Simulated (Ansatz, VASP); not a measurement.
Ti in VASP and in Ansatz

```
Ti
1.0
     4.83000    0.00000    0.00000
    -2.41500    4.18290    0.00000
     0.00000    0.00000    2.82000
Ti
3
Direct
  0.00000 0.00000 0.00000
  0.33333 0.66667 0.50000
  0.66667 0.33333 0.50000
```

Alike in both runs: task single point; functional PBEsol; k mesh 9 × 9 × 12; no spin polarisation.

|  | VASP | Ansatz |
| --- | --- | --- |
| version | VASP 6.6.1 | Ansatz 0.2.0 |
| potentials or method | VASP PAW PBE potentials, release 64 (Ti_sv), cutoff 520 eV | plane waves, PAW |
| occupations | fermi-dirac, width 0.1 eV | fermi-dirac |
| valence electrons in the cell | 36 | 36 |

```csv
,VASP,Ansatz,Ansatz less VASP
pressure (GPa),-12.8,-12.7,+0.08
"traceless stress, the component that is largest in VASP (GPa)",5.00,5.03,+0.030
```

VASP's potentials were made for PBE, not for PBEsol.
